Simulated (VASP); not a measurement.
Here is a VASP 6.6.1 calculation.

INCAR

```
SYSTEM = Mg2Si3N
  PREC = Accurate
  ENCUT = 520
  EDIFF = 1E-6
  ISMEAR = 0
  SIGMA = 0.1
  LREAL = .False.
  LASPH = .True.
  NELM = 100
  ALGO = Normal
  ISIF = 2
  LWAVE = .False.
  LCHARG = .True.
  GGA = PE
  LELF = .True.
  LVHAR = .True.
  NBANDS = 20
```

Contents of KPOINTS:

```
Automatic mesh
0
Gamma
  12 12 4
  0 0 0
```

The input POSCAR:

```
Mg2Si3N
1.0
    3.2185798692      0.0000000000      0.0000000000
   -1.6092899346      2.7873719308      0.0000000000
    0.0000000000      0.0000000000     10.2058113728
Mg Si N
2 3 1
Direct
    0.6666666667      0.3333333333      0.8984995238
    0.3333333333      0.6666666667      0.1015004762
    0.3333333333      0.6666666667      0.6625651394
    0.0000000000      0.0000000000      0.5000000000
    0.6666666667      0.3333333333      0.3374348606
    0.0000000000      0.0000000000      0.0000000000
```

Potentials or basis: VASP PAW PBE potentials, release 64 (Mg, Si, N).

Run with:

```bash
$ cat potpaw_PBE.64/Mg/POTCAR potpaw_PBE.64/Si/POTCAR potpaw_PBE.64/N/POTCAR > POTCAR
$ mpirun -np 1 vasp_std > vasp.out
```

Question: Estimate the band gap on the k mesh.

Answer: Zero (an odd number of electrons rules out a gap without spin polarisation).

Question: Estimate the largest force.

Answer: 0.035 eV/Å.

Question: What does it give for the pressure?

Answer: -0.2 GPa.

Forces on the atoms (eV/Å):
```
Mg   0.000  0.000  0.035
Mg   0.000  0.000 -0.035
Si   0.000  0.000  0.002
Si   0.000  0.000  0.000
Si   0.000  0.000 -0.002
N    0.000  0.000  0.000
```
